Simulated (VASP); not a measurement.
# SnTe in VASP: further runs

Runs on SnTe. Level: LDA. Tasks: single point, relaxation of cell and atoms.

Program: VASP 6.6.1. These are calculated values, not measurements. Logs are shortened: lines on timing, memory, paths and dates and some standing lists are left out, and cuts for length are marked.

## 1. The cell of the first run

Symmetry: I4/mmm, No. 139, tetragonal system. The conventional cell has a = 4.454 Å, b = 4.454 Å, c = 6.233 Å, α = 90.00°, β = 90.00°, γ = 90.00°. Sn (site symmetry 4/mmm) has 6 Te at 3.12 to 3.15 Å within 4.1 Å. Within 4.1 Å of Te (site symmetry 4/mmm) lie 6 Sn at 3.12 to 3.15 Å.

## 2. Single point, LDA (in-plane strain +0.01, then relaxed in part)

The input, INCAR:

```
PREC = Accurate
ENCUT = 500
EDIFF = 1E-6
ISMEAR = 0
SIGMA = 0.01
LREAL = F
LASPH = T
NELM = 120
ALGO = Normal
ISIF = 2
LWAVE = F
LCHARG = T
LELF = T
LVHAR = T
NBANDS = 17
GGA_COMPAT = F
```

The input, KPOINTS:

```
regular mesh
0
Gamma
  10 10 10
```

The input, POSCAR:

```
SnTe
1.0
    3.1493255154      3.1493255154      0.0000000000
   -3.1493255154      3.1493255154      0.0000000000
    0.0000000000      3.1493255154      3.1162704510
Sn Te
1 1
Direct
    0.0000000000      0.0000000000      0.0000000000
    0.5000000000      0.5000000000      0.0000000000
```

Potentials or basis: VASP PAW LDA potentials, release 64 (Sn_d, Te).

Started as:

```sh
$ cat potpaw_LDA.64/Sn_d/POTCAR potpaw_LDA.64/Te/POTCAR > POTCAR
$ mpirun -np 1 vasp_std > vasp.out
```

OUTCAR:

```text
PREC = Accurate
   ENCUT = 500
   EDIFF = 1E-6
   ISMEAR = 0
   LREAL = F
   LASPH = T
   NELM = 120
   ISIF = 2

 ion  position               nearest neighbor table
   1  0.000  0.000  0.000-   2 3.12   2 3.12   2 3.15   2 3.15   2 3.15   2 3.15
   2  0.500  0.500  0.000-   1 3.12   1 3.12   1 3.15   1 3.15   1 3.15   1 3.15

  LATTYP: Found a body centered tetragonal cell.
 ALAT       =     4.4538188562
 C/A-ratio  =     1.3993700919

  Lattice vectors:

 A1 = (   3.1493255154,   0.0000000000,  -3.1162704510)
 A2 = (  -3.1493255154,   0.0000000000,  -3.1162704510)
 A3 = (   0.0000000000,   3.1493255154,   3.1162704510)

Analysis of symmetry for initial positions (statically):
=====================================================================
 Subroutine PRICEL returns:
 Original cell was already a primitive cell.

 Routine SETGRP: Setting up the symmetry group for a
 body centered tetragonal supercell.

 Subroutine GETGRP returns: Found 16 space group operations
 (whereof 16 operations were pure point group operations)
 out of a pool of 16 trial point group operations.

The static configuration has the point symmetry D_4h.

Analysis of symmetry for dynamics (positions and initial velocities):
=====================================================================
 Subroutine PRICEL returns:
 Original cell was already a primitive cell.

 Routine SETGRP: Setting up the symmetry group for a
 body centered tetragonal supercell.

 Subroutine GETGRP returns: Found 16 space group operations
 (whereof 16 operations were pure point group operations)
 out of a pool of 16 trial point group operations.

The dynamic configuration has the point symmetry D_4h.

 Subroutine INISYM returns: Found 16 space group operations
 (whereof 16 operations are pure point group operations),
 and found     1 'primitive' translations

----------------------------------------------------------------------------------------

                                     Primitive cell

  volume of cell :      61.8159

  direct lattice vectors                    reciprocal lattice vectors
     3.149325515  3.149325515  0.000000000     0.158764154  0.158764154 -0.160448205
    -3.149325515  3.149325515  0.000000000    -0.158764154  0.158764154 -0.160448205
     0.000000000  3.149325515  3.116270451     0.000000000  0.000000000  0.320896410

  length of vectors
     4.453818856  4.453818856  4.430507051     0.275963294  0.275963294  0.320896410

  position of ions in fractional coordinates (direct lattice)
     0.000000000  0.000000000  0.000000000
     0.500000000  0.500000000  0.000000000

  ion indices of the primitive-cell ions
   primitive index   ion index
                 1           1
                 2           2

----------------------------------------------------------------------------------------

 KPOINTS: regular mesh

Automatic generation of k-mesh.
 Grid dimensions read from file:
 generate k-points for:   10   10   10

 Generating k-lattice:

  Cartesian coordinates                     Fractional coordinates (reciprocal lattice)
     0.015876415  0.015876415 -0.016044820     0.100000000  0.000000000 -0.000000000
    -0.015876415  0.015876415 -0.016044820     0.000000000  0.100000000 -0.000000000
     0.000000000  0.000000000  0.032089641     0.000000000  0.000000000  0.100000000

  Length of vectors
     0.027596329  0.027596329  0.032089641

  Shift w.r.t. Gamma in fractional coordinates (k-lattice)
     0.000000000  0.000000000  0.000000000

 Subroutine IBZKPT returns following result:
 ===========================================

 Found    102 irreducible k-points:

 Following reciprocal coordinates:
            Coordinates               Weight
  0.000000  0.000000  0.000000      1.000000
  0.100000  0.000000 -0.000000      8.000000
  0.200000  0.000000 -0.000000      8.000000
  0.300000  0.000000 -0.000000      8.000000
  0.400000  0.000000  0.000000      8.000000
  0.500000  0.000000 -0.000000      4.000000
[... 16 lines left out ...]
  0.300000  0.300000 -0.000000      8.000000
  0.400000  0.300000 -0.000000     16.000000
 [... further k-points ...]
   k-points           NKPTS =    102   k-points in BZ     NKDIM =    102   number of bands    NBANDS=     17
   number of dos      NEDOS =    301   number of ions     NIONS =      2
   total plane-waves  NPLWV =  32768
   dimension x,y,z NGX =    32 NGY =   32 NGZ =   32
   dimension x,y,z NGXF=    64 NGYF=   64 NGZF=   64
   ions per type =               1   1
   NGX,Y,Z   is equivalent  to a cutoff of  11.94, 11.94, 12.01 a.u.
   NGXF,Y,Z  is equivalent  to a cutoff of  23.89, 23.89, 24.01 a.u.
 SYSTEM =  unknown system
   PREC   = accura    normal or accurate (medium, high low for compatibility)
   ISTART =      0    job   : 0-new  1-cont  2-samecut
   ICHARG =      2    charge: 1-file 2-atom 10-const
   ISPIN  =      1    spin polarized calculation?
   LNONCOLLINEAR =      F non collinear calculations
   LSORBIT =      F    spin-orbit coupling
   LASPH  =      T    aspherical Exc in radial PAW
   ENCUT  =  500.0 eV  36.75 Ry    6.06 a.u.   8.12  8.12  8.08*2*pi/ulx,y,z
   NELM   =    120;   NELMIN=  2; NELMDL= -5     # of ELM steps
   EDIFF  = 0.1E-05   stopping-criterion for ELM
   LREAL  =      F    real-space projection
   EDIFFG = 0.1E-04   stopping-criterion for IOM
   NSW    =      0    number of steps for IOM
   IBRION =     -1    ionic relax: 0-MD 1-quasi-New 2-CG
   NFREE  =      0    steps in history (QN), initial steepest desc. (CG)
   ISIF   =      2    stress and relaxation
   ISYM   =      2    0-nonsym 1-usesym 2-fastsym
   POTIM  = 0.5000    time-step for ionic-motion
   TEBEG  =    0.0;   TEEND  =   0.0 temperature during run
   PSTRESS=    0.0 pullay stress
   NELECT =      20.0000    total number of electrons
   NUPDOWN=      -1.0000    fix difference up-down
   EMIN   =  10.00;   EMAX   =-10.00  energy-range for DOS
   EFERMI =   0.00;   METHOD = LEGACY
   ISMEAR =     0;   SIGMA  =   0.01  broadening in eV -4-tet -1-fermi 0-gaus
   EFERMI_NEDOS =   21; number of points for ismear=-14 and -15
   IALGO  =     38    algorithm
   IMIX   =      4    mixing-type and parameters
     AMIX     =   0.40;   BMIX     =  1.00
     AMIX_MAG =   1.60;   BMIX_MAG =  1.00
  volume/ion in A,a.u.               =      30.91       208.58
  Fermi-wavevector in a.u.,A,eV,Ry     =   1.123875  2.123816 17.185457  1.263095
  Thomas-Fermi vector in A             =   2.260544
   LORBIT       =      0    0 simple, 1 ext, 2 COOP (PROOUT), +10 PAW based schemes
   GGA     = CA    functional components
   LHFCALC =     F    Hartree Fock is set to
   AEXX    =    0.0000 exact exchange contribution
   IVDW    =     0    specifies the selected vdW correction
   LEPSILON=     F    determine dielectric tensor
   LRPA    =     F    only Hartree local field effects (RPA)
 non-spin polarized calculation
 Gauss-broadening in eV      SIGMA  =   0.01
  energy-cutoff  :      500.00
  volume of cell :       61.82
 maximum number of plane-waves:      1590
   NGX = 17   NGY = 17   NGZ = 17

 number of electron      20.0000011 magnetization

 Free energy of the ion-electron system (eV)
  ---------------------------------------------------
  ext. energy  EPLUGINS =         0.00000000
  ---------------------------------------------------
  free energy    TOTEN  =        -8.82749451 eV

  energy without entropy =       -8.82749451  energy(sigma->0) =       -8.82749451

 E-fermi :   6.9163     XC(G=0):  -9.7917

 val. band max:        6.8255183661   @ k =   0.5000   0.0000  -0.0000
 cond. band min:       6.9858671603   @ k =   0.5000   0.0000  -0.0000
 fundamental gap:      0.1603487942
 Fermi energy:         6.9162871173

 k-point     1 :       0.0000    0.0000    0.0000
  band No.  band energies     occupation
      1     -14.9097      2.00000
      2     -14.9069      2.00000
      3     -14.9000      2.00000
      4     -14.8976      2.00000
      5     -14.8976      2.00000
      6      -6.0195      2.00000
[... 9 lines left out ...]
     16      11.6943      0.00000
     17      13.6208      0.00000

 k-point     2 :       0.1000    0.0000   -0.0000
  band No.  band energies     occupation
      1     -14.9101      2.00000
      2     -14.9074      2.00000
      3     -14.8996      2.00000
      4     -14.8973      2.00000
      5     -14.8970      2.00000
      6      -5.9334      2.00000
[... 9 lines left out ...]
     16      11.8771      0.00000
     17      14.3707      0.00000

 k-point     3 :       0.2000    0.0000   -0.0000
  band No.  band energies     occupation
      1     -14.9112      2.00000
      2     -14.9088      2.00000
      3     -14.8987      2.00000
      4     -14.8961      2.00000
      5     -14.8953      2.00000
      6      -5.6842      2.00000
[... 9 lines left out ...]
     16      12.4500      0.00000
     17      15.7810      0.00000

 k-point     4 :       0.3000    0.0000   -0.0000
  band No.  band energies     occupation
      1     -14.9128      2.00000
      2     -14.9107      2.00000
      3     -14.8979      2.00000
      4     -14.8941      2.00000
      5     -14.8930      2.00000
      6      -5.3081      2.00000
[... 9 lines left out ...]
     16      13.3603      0.00000
     17      17.5163      0.00000
[... 343 lines left out ...]
      1     -14.9150      2.00000
      2     -14.9058      2.00000
      3     -14.8990      2.00000
      4     -14.8963      2.00000
      5     -14.8936      2.00000
      6      -5.5807      2.00000
[... 9 lines left out ...]
     16      13.6335      0.00000
     17      14.2644      0.00000

 k-point    23 :       0.3000    0.3000   -0.0000
  band No.  band energies     occupation
      1     -14.9179      2.00000
      2     -14.9105      2.00000
      3     -14.8944      2.00000
      4     -14.8936      2.00000
      5     -14.8904      2.00000
      6      -4.5354      2.00000
[... 9 lines left out ...]
     16      14.0236      0.00000
     17      16.3116      0.00000

 k-point    24 :       0.4000    0.3000   -0.0000
  band No.  band energies     occupation
      1     -14.9210      2.00000
      2     -14.9083      2.00000
      3     -14.8962      2.00000
      4     -14.8924      2.00000
      5     -14.8887      2.00000
      6      -4.4157      2.00000
[... 9 lines left out ...]
     16      15.0108      0.00000
     17      17.3762      0.00000

 [... further k-points ...]

------------------------ aborting loop because EDIFF is reached ----------------------------------------

  FORCE on cell =-STRESS in cart. coord.  units (eV):
  Direction    XX          YY          ZZ          XY          YZ          ZX
  --------------------------------------------------------------------------------------
  -------------------------------------------------------------------------------------
  Total       -0.5327942     -0.5327942      0.0140344      0.0000000     -0.0000000     -0.0000000
  in kB      -13.8092406    -13.8092406      0.3637519      0.0000000     -0.0000000     -0.0000000
  external PRESSURE =      -9.0849098 kB  Pullay stress =       0.0000000 kB

 VOLUME and BASIS-vectors are now :
 -----------------------------------------------------------------------------
  energy-cutoff  :      500.00
  volume of cell :       61.82
      direct lattice vectors                 reciprocal lattice vectors
     3.149325515  3.149325515  0.000000000     0.158764154  0.158764154 -0.160448205
    -3.149325515  3.149325515  0.000000000    -0.158764154  0.158764154 -0.160448205
     0.000000000  3.149325515  3.116270451     0.000000000  0.000000000  0.320896410

 POSITION                                       TOTAL-FORCE (eV/Angst)
 -----------------------------------------------------------------------------------
      0.00000      0.00000      0.00000        -0.000000     -0.000000      0.000000
      0.00000      3.14933      0.00000         0.000000      0.000000      0.000000
 -----------------------------------------------------------------------------------
    total drift:                                0.000000     -0.000000     -0.000000

  FREE ENERGIE OF THE ION-ELECTRON SYSTEM (eV)
  ---------------------------------------------------
  free  energy   TOTEN  =        -8.8274945135 eV

  energy  without entropy=       -8.8274945135  energy(sigma->0) =       -8.82749451
```

Wall time 50 s (1 thread of Intel Xeon 6975P-C, shared host); peak memory 0.23 GiB.

What came out:

```
Free energy            : -8.8275 eV
Pressure               : -0.9 GPa
Band gap on the k mesh : 0.16 eV, direct
```

Stress tensor (GPa, compression positive):
```
-1.38  0.00  0.00
 0.00 -1.38  0.00
 0.00  0.00  0.04
```

Levels at points of the mesh, in eV from the valence-band top:
```csv
k point,band 6,band 7,band 8,band 9,band 10,band 11,band 12,band 13,band 14,band 15
"(0.00, 0.00, 0.00)",-12.84,-4.68,-2.17,-2.05,-2.05,3.29,3.29,3.55,4.79,4.79
"(0.50, 0.00, 0.00)",-11.53,-8.38,-1.75,-1.72,0.00,0.16,0.36,0.41,7.82,8.79
"(0.50, 0.50, 0.00)",-11.24,-6.47,-5.58,-3.77,-3.65,2.20,4.85,5.13,6.40,9.13
"(0.00, 0.00, 0.50)",-11.18,-6.54,-5.60,-3.74,-3.74,2.17,4.95,4.95,6.57,9.13
```

Caveat: the cell differs from its parent crystal (in-plane strain +0.01, then relaxed in part); spin-orbit coupling is left out, which moves the levels of the heavy elements.

## 3. Single point, LDA (film at in-plane strain +0.01)

INCAR, as its differences from that of step 2:

```diff
@@ -11,5 +11,4 @@
 LWAVE = F
-LCHARG = T
-LELF = T
-LVHAR = T
+LCHARG = F
+GGA = CA
 NBANDS = 17
```

KPOINTS is that of step 2.

POSCAR is that of step 2.

Potentials or basis: VASP PAW LDA potentials, release 64 (Sn_d, Te).

Started as:

```sh
$ cat potpaw_LDA.64/Sn_d/POTCAR potpaw_LDA.64/Te/POTCAR > POTCAR
$ mpirun -np 1 vasp_std > vasp.out
```

OUTCAR:

```text
PREC = Accurate
   ENCUT = 500
   EDIFF = 1E-6
   ISMEAR = 0
   LREAL = F
   LASPH = T
   NELM = 120
   ISIF = 2
   GGA = CA

 ion  position               nearest neighbor table
   1  0.000  0.000  0.000-   2 3.12   2 3.12   2 3.15   2 3.15   2 3.15   2 3.15
   2  0.500  0.500  0.000-   1 3.12   1 3.12   1 3.15   1 3.15   1 3.15   1 3.15

  LATTYP: Found a body centered tetragonal cell.
 ALAT       =     4.4538188562
 C/A-ratio  =     1.3993700919

  Lattice vectors:

[... 666 lines left out ...]

------------------------ aborting loop because EDIFF is reached ----------------------------------------

  FORCE on cell =-STRESS in cart. coord.  units (eV):
  Direction    XX          YY          ZZ          XY          YZ          ZX
  --------------------------------------------------------------------------------------
  -------------------------------------------------------------------------------------
  Total       -0.5327942     -0.5327942      0.0140344      0.0000000     -0.0000000     -0.0000000
  in kB      -13.8092406    -13.8092406      0.3637519      0.0000000     -0.0000000     -0.0000000
  external PRESSURE =      -9.0849098 kB  Pullay stress =       0.0000000 kB

 VOLUME and BASIS-vectors are now :
 -----------------------------------------------------------------------------
  energy-cutoff  :      500.00
  volume of cell :       61.82
      direct lattice vectors                 reciprocal lattice vectors
     3.149325515  3.149325515  0.000000000     0.158764154  0.158764154 -0.160448205
    -3.149325515  3.149325515  0.000000000    -0.158764154  0.158764154 -0.160448205
     0.000000000  3.149325515  3.116270451     0.000000000  0.000000000  0.320896410

 POSITION                                       TOTAL-FORCE (eV/Angst)
 -----------------------------------------------------------------------------------
      0.00000      0.00000      0.00000        -0.000000     -0.000000      0.000000
      0.00000      3.14933      0.00000         0.000000      0.000000      0.000000
 -----------------------------------------------------------------------------------
    total drift:                                0.000000     -0.000000     -0.000000

  FREE ENERGIE OF THE ION-ELECTRON SYSTEM (eV)
  ---------------------------------------------------
  free  energy   TOTEN  =        -8.8274945135 eV

  energy  without entropy=       -8.8274945135  energy(sigma->0) =       -8.82749451
```

Run time: 43 s. Hardware: 1 thread of Intel Xeon 6975P-C, shared host; peak memory 0.23 GiB.

Results:

* Free energy: -8.8275 eV
* Pressure: -0.9 GPa
* Band gap on the k mesh: 0.16 eV, direct

Levels at points of the mesh, in eV from the valence-band top:
```tsv
k point	band 8	band 9	band 10	band 11	band 12	band 13
(0.00, 0.00, 0.00)	-2.17	-2.05	-2.05	3.29	3.29	3.55
(0.50, 0.00, 0.00)	-1.75	-1.72	0.00	0.16	0.36	0.41
(0.50, 0.50, 0.00)	-5.58	-3.77	-3.65	2.20	4.85	5.13
(0.00, 0.00, 0.50)	-5.60	-3.74	-3.74	2.17	4.95	4.95
```

Caveat: the cell differs from its parent crystal (film at in-plane strain +0.01); spin-orbit coupling is left out, which moves the levels of the heavy elements. A k mesh can miss the band edges.

## 4. Single point, LDA (in-plane strain +0.02, then relaxed in part)

INCAR, as its differences from that of step 3:

```diff
@@ -11,4 +11,5 @@
 LWAVE = F
-LCHARG = F
-GGA = CA
+LCHARG = T
+LELF = T
+LVHAR = T
 NBANDS = 17
```

The input, KPOINTS:

```
Automatic mesh
0
Gamma
  10 10 10
```

The input, POSCAR:

```
SnTe
1.0
    3.1805069561      3.1805069561      0.0000000000
   -3.1805069561      3.1805069561      0.0000000000
    0.0000000000      3.1805069561      3.1154465209
Sn Te
1 1
Direct
    0.0000000000      0.0000000000      0.0000000000
    0.5000000000      0.5000000000      0.0000000000
```

Started as:

```sh
$ cat potpaw_LDA.64/Sn_d/POTCAR potpaw_LDA.64/Te/POTCAR > POTCAR
$ mpirun -np 1 vasp_std > vasp.out
```

It took 72 s on 1 thread of Intel Xeon 6975P-C, shared host; peak memory 0.24 GiB.

Results (log left out):

| Quantity | Value |
| --- | --- |
| Free energy | -8.8125 eV |
| Pressure | -1.7 GPa |
| Band gap on the k mesh | 0.12 eV, direct |

Stress tensor (GPa, compression positive):
```
-2.61  0.00  0.00
 0.00 -2.61  0.00
 0.00  0.00  0.00
```

Levels at points of the mesh, in eV from the valence-band top:
```tsv
k point	band 7	band 8	band 9	band 10	band 11	band 12	band 13	band 14
(0.00, 0.00, 0.00)	-4.76	-2.19	-1.96	-1.96	3.17	3.17	3.67	4.81
(0.50, 0.00, 0.00)	-8.28	-1.72	-1.67	0.00	0.12	0.37	0.47	7.76
(0.50, 0.50, 0.00)	-6.44	-5.44	-3.73	-3.49	2.29	4.64	5.18	6.20
(0.00, 0.00, 0.50)	-6.57	-5.48	-3.66	-3.66	2.23	4.82	4.82	6.53
```

Caveat: the cell differs from its parent crystal (in-plane strain +0.02, then relaxed in part); spin-orbit coupling is left out, which moves the levels of the heavy elements. A k mesh can miss the band edges.

(Part 1 of 2 ends here.)
